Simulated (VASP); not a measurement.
# Zr2SiC2 (P-3m1) in VASP: single point with PBE

Aim: the single point of Zr2SiC2 with PBE.

Program: VASP 6.6.1. These are calculated values, not measurements. Logs are shortened: lines on timing, memory, paths and dates and some standing lists are left out, and cuts for length are marked.

## 1. The cell of the first run

Symmetry: P-3m1, No. 164, trigonal system. The conventional cell has a = 3.792 Å, b = 3.792 Å, c = 6.615 Å, α = 90.00°, β = 90.00°, γ = 120.00°. Within 2.9 Å of Zr (site symmetry 3m) lie 3 C at 2.21 Å and 3 Si at 2.75 Å. Si (site symmetry -3m) has 2 C at 1.98 Å within 2.6 Å. C (site symmetry 3m) has 1 Si at 1.98 Å and 3 Zr at 2.21 Å within 2.6 Å.

## 2. Single point, PBE

INCAR

```
SYSTEM = Zr2SiC2
ALGO = Normal
EDIFF = 1E-6
ENCUT = 520
GGA = PE
ISIF = 2
ISMEAR = 0
LASPH = .True.
LCHARG = .True.
LELF = .True.
LREAL = .False.
LVHAR = .True.
LWAVE = .False.
NBANDS = 26
NELM = 100
PREC = Accurate
SIGMA = 0.1
```

KPOINTS

```
k-points
0
Gamma
  6 6 4
  0 0 0
```

POSCAR

```
Zr2SiC2
1.0
    3.7922496294      0.0000000027      0.0000000000
   -1.8961248170      3.2841845152      0.0000000000
    0.0000000000      0.0000000000      6.6149763196
Zr Si C
2 1 2
Direct
    0.3333333333      0.6666666667      0.2493983427
    0.6666666667      0.3333333333      0.7506016573
    0.0000000000      0.0000000000      0.5000000000
    0.0000000000      0.0000000000      0.7999843071
    0.0000000000      0.0000000000      0.2000156929
```

Potentials or basis: VASP PAW PBE potentials, release 64 (Zr_sv, Si, C).

On the command line:

```console
$ cat potpaw_PBE.64/Zr_sv/POTCAR potpaw_PBE.64/Si/POTCAR potpaw_PBE.64/C/POTCAR > POTCAR
$ mpirun -np 1 vasp_std > vasp.out
```

OUTCAR:

```text
SYSTEM = Zr2SiC2
   EDIFF = 1E-6
   ENCUT = 520
   GGA = PE
   ISIF = 2
   ISMEAR = 0
   LASPH = .True.
   LREAL = .False.
   NELM = 100
   PREC = Accurate

 ion  position               nearest neighbor table
   1  0.333  0.667  0.249-   5 2.21   5 2.21   5 2.21   3 2.75   3 2.75   3 2.75
   2  0.667  0.333  0.751-   4 2.21   4 2.21   4 2.21   3 2.75   3 2.75   3 2.75
   3  0.000  0.000  0.500-   4 1.98   5 1.98   1 2.75   2 2.75   1 2.75   2 2.75   2 2.75   1 2.75

   4  0.000  0.000  0.800-   3 1.98   2 2.21   2 2.21   2 2.21
   5  0.000  0.000  0.200-   3 1.98   1 2.21   1 2.21   1 2.21

  LATTYP: Found a hexagonal cell.
 ALAT       =     3.7922496294
 C/A-ratio  =     1.7443409496

  Lattice vectors:

 A1 = (   3.7922496294,   0.0000000027,   0.0000000000)
 A2 = (  -1.8961248170,   3.2841845152,   0.0000000000)
 A3 = (   0.0000000000,   0.0000000000,   6.6149763196)

Analysis of symmetry for initial positions (statically):
=====================================================================
 Subroutine PRICEL returns:
 Original cell was already a primitive cell.

 Routine SETGRP: Setting up the symmetry group for a
 hexagonal supercell.

 Subroutine GETGRP returns: Found 12 space group operations
 (whereof 12 operations were pure point group operations)
 out of a pool of 24 trial point group operations.

The static configuration has the point symmetry D_3d.

Analysis of symmetry for dynamics (positions and initial velocities):
=====================================================================
 Subroutine PRICEL returns:
 Original cell was already a primitive cell.

 Routine SETGRP: Setting up the symmetry group for a
 hexagonal supercell.

 Subroutine GETGRP returns: Found 12 space group operations
 (whereof 12 operations were pure point group operations)
 out of a pool of 24 trial point group operations.

The dynamic configuration has the point symmetry D_3d.

 Subroutine INISYM returns: Found 12 space group operations
 (whereof 12 operations are pure point group operations),
 and found     1 'primitive' translations

----------------------------------------------------------------------------------------

                                     Primitive cell

  volume of cell :      82.3859

  direct lattice vectors                    reciprocal lattice vectors
     3.792249629  0.000000003  0.000000000     0.263695721  0.152244796  0.000000000
    -1.896124817  3.284184515  0.000000000    -0.000000000  0.304489591  0.000000000
     0.000000000  0.000000000  6.614976320     0.000000000  0.000000000  0.151172121

  length of vectors
     3.792249629  3.792249629  6.614976320     0.304489591  0.304489591  0.151172121

  position of ions in fractional coordinates (direct lattice)
     0.333333333  0.666666667  0.249398343
     0.666666667  0.333333333  0.750601657
     0.000000000  0.000000000  0.500000000
     0.000000000  0.000000000  0.799984307
     0.000000000  0.000000000  0.200015693

  ion indices of the primitive-cell ions
   primitive index   ion index
                 1           1
                 2           2
                 3           3
                 4           4
                 5           5

----------------------------------------------------------------------------------------

 KPOINTS: k-points

Automatic generation of k-mesh.
 Grid dimensions read from file:
 generate k-points for:    6    6    4

 Generating k-lattice:

  Cartesian coordinates                     Fractional coordinates (reciprocal lattice)
     0.043949287  0.025374133  0.000000000     0.166666667  0.000000000  0.000000000
    -0.000000000  0.050748265  0.000000000     0.000000000  0.166666667  0.000000000
     0.000000000  0.000000000  0.037793030     0.000000000  0.000000000  0.250000000

  Length of vectors
     0.050748265  0.050748265  0.037793030

  Shift w.r.t. Gamma in fractional coordinates (k-lattice)
     0.000000000  0.000000000  0.000000000

 Subroutine IBZKPT returns following result:
 ===========================================

 Found     24 irreducible k-points:

 Following reciprocal coordinates:
            Coordinates               Weight
  0.000000  0.000000  0.000000      1.000000
  0.166667 -0.000000  0.000000      6.000000
  0.333333 -0.000000  0.000000      6.000000
  0.500000  0.000000  0.000000      3.000000
  0.166667  0.166667  0.000000      6.000000
  0.333333  0.166667  0.000000     12.000000
[... 16 lines left out ...]
  0.333333  0.166667  0.500000     12.000000
  0.333333  0.333333  0.500000      2.000000
   k-points           NKPTS =     24   k-points in BZ     NKDIM =     24   number of bands    NBANDS=     26
   number of dos      NEDOS =    301   number of ions     NIONS =      5
   total plane-waves  NPLWV =  39200
   dimension x,y,z NGX =    28 NGY =   28 NGZ =   50
   dimension x,y,z NGXF=    56 NGYF=   56 NGZF=  100
   ions per type =               2   1   2
   NGX,Y,Z   is equivalent  to a cutoff of  12.27, 12.27, 12.57 a.u.
   NGXF,Y,Z  is equivalent  to a cutoff of  24.55, 24.55, 25.13 a.u.
 SYSTEM =  Zr2SiC2
   PREC   = accura    normal or accurate (medium, high low for compatibility)
   ISTART =      0    job   : 0-new  1-cont  2-samecut
   ICHARG =      2    charge: 1-file 2-atom 10-const
   ISPIN  =      1    spin polarized calculation?
   LNONCOLLINEAR =      F non collinear calculations
   LSORBIT =      F    spin-orbit coupling
   LASPH  =      T    aspherical Exc in radial PAW
   ENCUT  =  520.0 eV  38.22 Ry    6.18 a.u.   7.05  7.05 12.30*2*pi/ulx,y,z
   NELM   =    100;   NELMIN=  2; NELMDL= -5     # of ELM steps
   EDIFF  = 0.1E-05   stopping-criterion for ELM
   LREAL  =      F    real-space projection
   EDIFFG = 0.1E-04   stopping-criterion for IOM
   NSW    =      0    number of steps for IOM
   IBRION =     -1    ionic relax: 0-MD 1-quasi-New 2-CG
   NFREE  =      0    steps in history (QN), initial steepest desc. (CG)
   ISIF   =      2    stress and relaxation
   ISYM   =      2    0-nonsym 1-usesym 2-fastsym
   POTIM  = 0.5000    time-step for ionic-motion
   TEBEG  =    0.0;   TEEND  =   0.0 temperature during run
   PSTRESS=    0.0 pullay stress
   NELECT =      36.0000    total number of electrons
   NUPDOWN=      -1.0000    fix difference up-down
   EMIN   =  10.00;   EMAX   =-10.00  energy-range for DOS
   EFERMI =   0.00;   METHOD = LEGACY
   ISMEAR =     0;   SIGMA  =   0.10  broadening in eV -4-tet -1-fermi 0-gaus
   EFERMI_NEDOS =   21; number of points for ismear=-14 and -15
   IALGO  =     38    algorithm
   IMIX   =      4    mixing-type and parameters
     AMIX     =   0.40;   BMIX     =  1.00
     AMIX_MAG =   1.60;   BMIX_MAG =  1.00
  volume/ion in A,a.u.               =      16.48       111.19
  Fermi-wavevector in a.u.,A,eV,Ry     =   1.242295  2.347597 20.997829  1.543297
  Thomas-Fermi vector in A             =   2.376656
   LORBIT       =      0    0 simple, 1 ext, 2 COOP (PROOUT), +10 PAW based schemes
   GGA     = PE    functional components
   LHFCALC =     F    Hartree Fock is set to
   AEXX    =    0.0000 exact exchange contribution
   IVDW    =     0    specifies the selected vdW correction
   LEPSILON=     F    determine dielectric tensor
   LRPA    =     F    only Hartree local field effects (RPA)
 non-spin polarized calculation
 Gauss-broadening in eV      SIGMA  =   0.10
  energy-cutoff  :      520.00
  volume of cell :       82.39
 maximum number of plane-waves:      2251
   NGX = 15   NGY = 15   NGZ = 25

 number of electron      36.0000000 magnetization

 Free energy of the ion-electron system (eV)
  ---------------------------------------------------
  ext. energy  EPLUGINS =         0.00000000
  ---------------------------------------------------
  free energy    TOTEN  =       -40.12181683 eV

  energy without entropy =      -40.11544145  energy(sigma->0) =      -40.11862914

 E-fermi :   7.4326     XC(G=0): -10.6177

 val. band max:        7.3664335961   @ k =  -0.0000   0.1667   0.2500
 cond. band min:       7.5021209362   @ k =   0.1667  -0.0000   0.2500
 fundamental gap:      0.1356873401
 Fermi energy:         7.4325645598

 k-point     1 :       0.0000    0.0000    0.0000
  band No.  band energies     occupation
      1     -41.2905      2.00000
      2     -41.2813      2.00000
      3     -19.5205      2.00000
      4     -19.3808      2.00000
      5     -19.3020      2.00000
      6     -19.3020      2.00000
[... 18 lines left out ...]
     25      13.0726      0.00000
     26      13.1783      0.00000

 k-point     2 :       0.1667   -0.0000    0.0000
  band No.  band energies     occupation
      1     -41.2864      2.00000
      2     -41.2784      2.00000
      3     -19.5047      2.00000
      4     -19.3822      2.00000
      5     -19.3646      2.00000
      6     -19.3504      2.00000
[... 18 lines left out ...]
     25      12.4459      0.00000
     26      12.8603      0.00000

 k-point     3 :       0.3333   -0.0000    0.0000
  band No.  band energies     occupation
      1     -41.2779      2.00000
      2     -41.2727      2.00000
      3     -19.4925      2.00000
      4     -19.4706      2.00000
      5     -19.4632      2.00000
      6     -19.3894      2.00000
[... 18 lines left out ...]
     25      11.5650      0.00000
     26      11.6480      0.00000

 k-point     4 :       0.5000    0.0000    0.0000
  band No.  band energies     occupation
      1     -41.2732      2.00000
      2     -41.2703      2.00000
      3     -19.5538      2.00000
      4     -19.5240      2.00000
      5     -19.4423      2.00000
      6     -19.3998      2.00000
[... 18 lines left out ...]
     25      10.8890      0.00000
     26      11.1631      0.00000
[... 496 lines left out ...]
      1     -41.2773      2.00000
      2     -41.2768      2.00000
      3     -19.4699      2.00000
      4     -19.4563      2.00000
      5     -19.4112      2.00000
      6     -19.4082      2.00000
[... 18 lines left out ...]
     25      12.0433      0.00000
     26      12.7264      0.00000

 k-point    23 :       0.3333    0.1667    0.5000
  band No.  band energies     occupation
      1     -41.2719      2.00000
      2     -41.2717      2.00000
      3     -19.5244      2.00000
      4     -19.5165      2.00000
      5     -19.4225      2.00000
      6     -19.4186      2.00000
[... 18 lines left out ...]
     25      11.3143      0.00000
     26      12.2379      0.00000

 k-point    24 :       0.3333    0.3333    0.5000
  band No.  band energies     occupation
      1     -41.2700      2.00000
      2     -41.2700      2.00000
      3     -19.5049      2.00000
      4     -19.4955      2.00000
      5     -19.4584      2.00000
      6     -19.4584      2.00000
[... 18 lines left out ...]
     25      11.5859      0.00000
     26      11.5859      0.00000

------------------------ aborting loop because EDIFF is reached ----------------------------------------

  FORCE on cell =-STRESS in cart. coord.  units (eV):
  Direction    XX          YY          ZZ          XY          YZ          ZX
  --------------------------------------------------------------------------------------
  -------------------------------------------------------------------------------------
  Total        0.0194482      0.0194482      0.2265387      0.0000000     -0.0000000      0.0000000
  in kB        0.3782138      0.3782138      4.4055511      0.0000000     -0.0000000      0.0000000
  external PRESSURE =       1.7206596 kB  Pullay stress =       0.0000000 kB

 VOLUME and BASIS-vectors are now :
 -----------------------------------------------------------------------------
  energy-cutoff  :      520.00
  volume of cell :       82.39
      direct lattice vectors                 reciprocal lattice vectors
     3.792249629  0.000000003  0.000000000     0.263695721  0.152244796  0.000000000
    -1.896124817  3.284184515  0.000000000    -0.000000000  0.304489591  0.000000000
     0.000000000  0.000000000  6.614976320     0.000000000  0.000000000  0.151172121

 POSITION                                       TOTAL-FORCE (eV/Angst)
 -----------------------------------------------------------------------------------
     -0.00000      2.18946      1.64976         0.000000     -0.000000      0.008799
      1.89612      1.09473      4.96521        -0.000000      0.000000     -0.008799
      0.00000      0.00000      3.30749        -0.000000     -0.000000     -0.000000
      0.00000      0.00000      5.29188        -0.000000      0.000000      0.038972
      0.00000      0.00000      1.32310         0.000000      0.000000     -0.038972
 -----------------------------------------------------------------------------------
    total drift:                                0.000000     -0.000000     -0.000000

  FREE ENERGIE OF THE ION-ELECTRON SYSTEM (eV)
  ---------------------------------------------------
  free  energy   TOTEN  =       -40.1218168348 eV

  energy  without entropy=      -40.1154414534  energy(sigma->0) =      -40.11862914
```

Run time: 37 s. Hardware: 1 thread of AMD EPYC 7R13 (Zen 3), shared host; peak memory 0.18 GiB.

Results:

```
Free energy            : -40.1218 eV
Pressure               : 0.2 GPa
Largest force          : 0.039 eV/Å
Band gap on the k mesh : zero (band 18 reaches 8.25 eV, above the bottom of band 19 at 6.98 eV)
```

Forces in eV/Å, atoms in the order of the input:
```
Zr   0.000  0.000  0.009
Zr   0.000  0.000 -0.009
Si   0.000  0.000  0.000
C    0.000  0.000  0.039
C    0.000  0.000 -0.039
```

Levels at points of the mesh, in eV from the Fermi level:
| k point | band 14 | band 15 | band 16 | band 17 | band 18 | band 19 | band 20 | band 21 | band 22 | band 23 |
| --- | --- | --- | --- | --- | --- | --- | --- | --- | --- | --- |
| (0.00, 0.00, 0.00) | -3.09 | -3.09 | -2.69 | -1.07 | 0.67 | 0.67 | 1.10 | 1.10 | 2.48 | 4.00 |
| (0.50, 0.00, 0.00) | -2.59 | -2.06 | -1.17 | -1.03 | -0.98 | -0.26 | 1.23 | 2.14 | 2.33 | 2.79 |
| (0.00, 0.00, 0.50) | -3.54 | -3.41 | -3.41 | 0.45 | 0.82 | 0.82 | 1.43 | 1.43 | 1.64 | 3.54 |
| (0.50, 0.00, 0.50) | -3.41 | -1.96 | -1.61 | -1.19 | -0.41 | 0.49 | 1.37 | 1.64 | 2.04 | 3.18 |
